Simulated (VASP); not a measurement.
# Al2Cu (P4/mmm) in VASP: a series of runs

Al2Cu is run at these levels: LDA, r2SCAN; tasks: single point.

Everything below comes from runs of VASP 6.6.1. Logs are shortened: lines on timing, memory, paths and dates and some standing lists are left out, and cuts for length are marked.

### 1 The cell of the first run

Symmetry: P4/mmm, No. 123, tetragonal system. The conventional cell has a = 4.050 Å, b = 4.050 Å, c = 2.852 Å, α = 90.00°, β = 90.00°, γ = 90.00°. Within 3.3 Å of Cu (site symmetry 4/mmm) lie 8 Al at 2.48 Å and 2 Cu at 2.85 Å. Al (site symmetry mmm) has 4 Cu at 2.48 Å and 6 Al at 2.85 to 2.86 Å within 3.3 Å.

### 2 Single point, LDA

Contents of INCAR:

```
SYSTEM = Al2Cu
PREC = Accurate ; ENCUT = 520
EDIFF = 1E-6 ; ISMEAR = -1
SIGMA = 0.05 ; LREAL = .FALSE.
LASPH = .TRUE. ; NELM = 100
ALGO = Normal ; ISIF = 2
LWAVE = .FALSE. ; LCHARG = .FALSE.
NBANDS = 16
```

Contents of KPOINTS:

```
regular mesh
0
G
  7 7 9
  0 0 0
```

Contents of POSCAR:

```
Al2Cu
1.0
    4.0496997663      0.0000000000      0.0000000000
    0.0000000000      4.0496997663      0.0000000000
    0.0000000000      0.0000000000      2.8522364125
Cu Al
1 2
Direct
    0.0000000000      0.0000000000      0.0000000000
    0.0000000000      0.5000000000      0.5000000000
    0.5000000000      0.0000000000      0.5000000000
```

Potentials or basis: VASP PAW LDA potentials, release 64 (Cu, Al).

Started as:

```console
> cat potpaw_LDA.64/Cu/POTCAR potpaw_LDA.64/Al/POTCAR > POTCAR
> mpirun -np 1 vasp_std > vasp.out
```

OUTCAR:

```text
SYSTEM = Al2Cu
   PREC = Accurate
   ENCUT = 520
   EDIFF = 1E-6
   ISMEAR = -1
   LREAL = .FALSE.
   LASPH = .TRUE.
   NELM = 100
   ISIF = 2

 ion  position               nearest neighbor table
   1  0.000  0.000  0.000-   2 2.48   3 2.48   2 2.48   3 2.48   2 2.48   2 2.48   3 2.48   3 2.48

   2  0.000  0.500  0.500-   1 2.48   1 2.48   1 2.48   1 2.48   3 2.86   3 2.86   3 2.86   3 2.86

   3  0.500  0.000  0.500-   1 2.48   1 2.48   1 2.48   1 2.48   2 2.86   2 2.86   2 2.86   2 2.86

  LATTYP: Found a simple tetragonal cell.
 ALAT       =     4.0496997663
 C/A-ratio  =     0.7043081159

  Lattice vectors:

 A1 = (   4.0496997663,   0.0000000000,   0.0000000000)
 A2 = (   0.0000000000,   4.0496997663,   0.0000000000)
 A3 = (   0.0000000000,   0.0000000000,   2.8522364125)

Analysis of symmetry for initial positions (statically):
=====================================================================
 Subroutine PRICEL returns:
 Original cell was already a primitive cell.

 Routine SETGRP: Setting up the symmetry group for a
 simple tetragonal supercell.

 Subroutine GETGRP returns: Found 16 space group operations
 (whereof 16 operations were pure point group operations)
 out of a pool of 16 trial point group operations.

The static configuration has the point symmetry D_4h.

Analysis of symmetry for dynamics (positions and initial velocities):
=====================================================================
 Subroutine PRICEL returns:
 Original cell was already a primitive cell.

 Routine SETGRP: Setting up the symmetry group for a
 simple tetragonal supercell.

 Subroutine GETGRP returns: Found 16 space group operations
 (whereof 16 operations were pure point group operations)
 out of a pool of 16 trial point group operations.

The dynamic configuration has the point symmetry D_4h.

 Subroutine INISYM returns: Found 16 space group operations
 (whereof 16 operations are pure point group operations),
 and found     1 'primitive' translations

----------------------------------------------------------------------------------------

                                     Primitive cell

  volume of cell :      46.7769

  direct lattice vectors                    reciprocal lattice vectors
     4.049699766  0.000000000  0.000000000     0.246931886  0.000000000  0.000000000
     0.000000000  4.049699766  0.000000000     0.000000000  0.246931886  0.000000000
     0.000000000  0.000000000  2.852236412     0.000000000  0.000000000  0.350602073

  length of vectors
     4.049699766  4.049699766  2.852236412     0.246931886  0.246931886  0.350602073

  position of ions in fractional coordinates (direct lattice)
     0.000000000  0.000000000  0.000000000
     0.000000000  0.500000000  0.500000000
     0.500000000  0.000000000  0.500000000

  ion indices of the primitive-cell ions
   primitive index   ion index
                 1           1
                 2           2
                 3           3

----------------------------------------------------------------------------------------

 KPOINTS: regular mesh

Automatic generation of k-mesh.
 Grid dimensions read from file:
 generate k-points for:    7    7    9

 Generating k-lattice:

  Cartesian coordinates                     Fractional coordinates (reciprocal lattice)
     0.035275984  0.000000000  0.000000000     0.142857143  0.000000000  0.000000000
     0.000000000  0.035275984  0.000000000     0.000000000  0.142857143  0.000000000
     0.000000000  0.000000000  0.038955786     0.000000000  0.000000000  0.111111111

  Length of vectors
     0.035275984  0.035275984  0.038955786

  Shift w.r.t. Gamma in fractional coordinates (k-lattice)
     0.000000000  0.000000000  0.000000000

 Subroutine IBZKPT returns following result:
 ===========================================

 Found     50 irreducible k-points:

 Following reciprocal coordinates:
            Coordinates               Weight
  0.000000  0.000000  0.000000      1.000000
  0.142857  0.000000  0.000000      4.000000
  0.285714  0.000000  0.000000      4.000000
  0.428571  0.000000  0.000000      4.000000
  0.142857  0.142857  0.000000      4.000000
  0.285714  0.142857  0.000000      8.000000
[... 16 lines left out ...]
  0.285714  0.000000  0.222222      8.000000
  0.428571  0.000000  0.222222      8.000000
 [... further k-points ...]
   k-points           NKPTS =     50   k-points in BZ     NKDIM =     50   number of bands    NBANDS=     16
   number of dos      NEDOS =    301   number of ions     NIONS =      3
   total plane-waves  NPLWV =  21600
   dimension x,y,z NGX =    30 NGY =   30 NGZ =   24
   dimension x,y,z NGXF=    60 NGYF=   60 NGZF=   48
   ions per type =               1   2
   NGX,Y,Z   is equivalent  to a cutoff of  12.32, 12.32, 13.99 a.u.
   NGXF,Y,Z  is equivalent  to a cutoff of  24.63, 24.63, 27.98 a.u.
 SYSTEM =  Al2Cu
   PREC   = accura    normal or accurate (medium, high low for compatibility)
   ISTART =      0    job   : 0-new  1-cont  2-samecut
   ICHARG =      2    charge: 1-file 2-atom 10-const
   ISPIN  =      1    spin polarized calculation?
   LNONCOLLINEAR =      F non collinear calculations
   LSORBIT =      F    spin-orbit coupling
   LASPH  =      T    aspherical Exc in radial PAW
   ENCUT  =  520.0 eV  38.22 Ry    6.18 a.u.   7.53  7.53  5.30*2*pi/ulx,y,z
   NELM   =    100;   NELMIN=  2; NELMDL= -5     # of ELM steps
   EDIFF  = 0.1E-05   stopping-criterion for ELM
   LREAL  =      F    real-space projection
   EDIFFG = 0.1E-04   stopping-criterion for IOM
   NSW    =      0    number of steps for IOM
   IBRION =     -1    ionic relax: 0-MD 1-quasi-New 2-CG
   NFREE  =      0    steps in history (QN), initial steepest desc. (CG)
   ISIF   =      2    stress and relaxation
   ISYM   =      2    0-nonsym 1-usesym 2-fastsym
   POTIM  = 0.5000    time-step for ionic-motion
   TEBEG  =    0.0;   TEEND  =   0.0 temperature during run
   PSTRESS=    0.0 pullay stress
   NELECT =      17.0000    total number of electrons
   NUPDOWN=      -1.0000    fix difference up-down
   EMIN   =  10.00;   EMAX   =-10.00  energy-range for DOS
   EFERMI =   0.00;   METHOD = LEGACY
   ISMEAR =    -1;   SIGMA  =   0.05  broadening in eV -4-tet -1-fermi 0-gaus
   EFERMI_NEDOS =   21; number of points for ismear=-14 and -15
   IALGO  =     38    algorithm
   IMIX   =      4    mixing-type and parameters
     AMIX     =   0.40;   BMIX     =  1.00
     AMIX_MAG =   1.60;   BMIX_MAG =  1.00
  volume/ion in A,a.u.               =      15.59       105.22
  Fermi-wavevector in a.u.,A,eV,Ry     =   1.168281  2.207731 18.570335  1.364881
  Thomas-Fermi vector in A             =   2.304770
   LORBIT       =      0    0 simple, 1 ext, 2 COOP (PROOUT), +10 PAW based schemes
   GGA     = CA    functional components
   LHFCALC =     F    Hartree Fock is set to
   AEXX    =    0.0000 exact exchange contribution
   IVDW    =     0    specifies the selected vdW correction
   LEPSILON=     F    determine dielectric tensor
   LRPA    =     F    only Hartree local field effects (RPA)
 non-spin polarized calculation
  energy-cutoff  :      520.00
  volume of cell :       46.78
 maximum number of plane-waves:      1283
 NGX is ok and might be reduce to    30
   NGX = 15   NGY = 15   NGZ = 11

 number of electron      16.9999995 magnetization

 Free energy of the ion-electron system (eV)
  ---------------------------------------------------
  ext. energy  EPLUGINS =         0.00000000
  ---------------------------------------------------
  free energy    TOTEN  =       -13.22132758 eV

  energy without entropy =      -13.20964052  energy(sigma->0) =      -13.21548405

 E-fermi :   7.3852     XC(G=0): -10.7549

 val. band max:        7.3636400596   @ k =   0.1429   0.1429   0.4444
 cond. band min:       7.4027005263   @ k =   0.2857   0.2857   0.2222
 fundamental gap:      0.0390604667
 Fermi energy:         7.3852332957

 k-point     1 :       0.0000    0.0000    0.0000
  band No.  band energies     occupation
      1      -3.4124      2.00000
      2       1.7310      2.00000
      3       2.2199      2.00000
      4       2.9139      2.00000
      5       3.1033      2.00000
      6       3.1033      2.00000
[... 8 lines left out ...]
     15      14.6222      0.00000
     16      20.0245      0.00000

 k-point     2 :       0.1429    0.0000    0.0000
  band No.  band energies     occupation
      1      -3.2368      2.00000
      2       1.6256      2.00000
      3       2.1838      2.00000
      4       2.8645      2.00000
      5       3.0972      2.00000
      6       3.1042      2.00000
[... 8 lines left out ...]
     15      16.5807      0.00000
     16      19.3900      0.00000

 k-point     3 :       0.2857    0.0000    0.0000
  band No.  band energies     occupation
      1      -2.7284      2.00000
      2       0.9260      2.00000
      3       2.1428      2.00000
      4       2.7704      2.00000
      5       3.0447      2.00000
      6       3.0836      2.00000
[... 8 lines left out ...]
     15      18.1039      0.00000
     16      19.2943      0.00000

 k-point     4 :       0.4286    0.0000    0.0000
  band No.  band energies     occupation
      1      -2.0173      2.00000
      2      -0.1746      2.00000
      3       2.1561      2.00000
      4       2.7066      2.00000
      5       2.8523      2.00000
      6       3.0728      2.00000
[... 8 lines left out ...]
     15      16.9917      0.00000
     16      18.9496      0.00000
[... 324 lines left out ...]
 k-point    22 :       0.1429    0.0000    0.2222
  band No.  band energies     occupation
      1      -2.3277      2.00000
      2       1.9002      2.00000
      3       2.4547      2.00000
      4       2.5613      2.00000
      5       2.5841      2.00000
      6       2.9619      2.00000
[... 8 lines left out ...]
     15      16.3377      0.00000
     16      17.1296      0.00000

 k-point    23 :       0.2857    0.0000    0.2222
  band No.  band energies     occupation
      1      -1.8267      2.00000
      2       1.3826      2.00000
      3       2.4107      2.00000
      4       2.5887      2.00000
      5       2.6877      2.00000
      6       2.8952      2.00000
[... 8 lines left out ...]
     15      16.8845      0.00000
     16      17.8336      0.00000

 k-point    24 :       0.4286    0.0000    0.2222
  band No.  band energies     occupation
      1      -1.1117      2.00000
      2       0.4590      2.00000
      3       2.4140      2.00000
      4       2.6166      2.00000
      5       2.8386      2.00000
      6       2.8589      2.00000
[... 8 lines left out ...]
     15      17.5606      0.00000
     16      18.4433      0.00000

 [... further k-points ...]

------------------------ aborting loop because EDIFF is reached ----------------------------------------

  FORCE on cell =-STRESS in cart. coord.  units (eV):
  Direction    XX          YY          ZZ          XY          YZ          ZX
  --------------------------------------------------------------------------------------
  -------------------------------------------------------------------------------------
  Total       -0.2516194     -0.2516194     -0.6141090      0.0000000      0.0000000      0.0000000
  in kB       -8.6183388     -8.6183388    -21.0341443      0.0000000      0.0000000      0.0000000
  external PRESSURE =     -12.7569407 kB  Pullay stress =       0.0000000 kB

 VOLUME and BASIS-vectors are now :
 -----------------------------------------------------------------------------
  energy-cutoff  :      520.00
  volume of cell :       46.78
      direct lattice vectors                 reciprocal lattice vectors
     4.049699766  0.000000000  0.000000000     0.246931886  0.000000000  0.000000000
     0.000000000  4.049699766  0.000000000     0.000000000  0.246931886  0.000000000
     0.000000000  0.000000000  2.852236412     0.000000000  0.000000000  0.350602073

 POSITION                                       TOTAL-FORCE (eV/Angst)
 -----------------------------------------------------------------------------------
      0.00000      0.00000      0.00000         0.000000      0.000000      0.000000
      0.00000      2.02485      1.42612         0.000000      0.000000      0.000000
      2.02485      0.00000      1.42612         0.000000      0.000000      0.000000
 -----------------------------------------------------------------------------------
    total drift:                                0.000000      0.000000      0.000000

  FREE ENERGIE OF THE ION-ELECTRON SYSTEM (eV)
  ---------------------------------------------------
  free  energy   TOTEN  =       -13.2213275759 eV

  energy  without entropy=      -13.2096405170  energy(sigma->0) =      -13.21548405
```

Run time: 29 s. Hardware: 1 thread of Intel Xeon 8259CL, shared host; peak memory 0.16 GiB.

What came out:

```
Free energy            : -13.2213 eV
Pressure               : -1.3 GPa
Band gap on the k mesh : zero (an odd number of electrons rules out a gap without spin polarisation)
```

Stress tensor (GPa, compression positive):
```
-0.86  0.00  0.00
 0.00 -0.86  0.00
 0.00  0.00 -2.10
```

(Continued in part 2 of 2.)
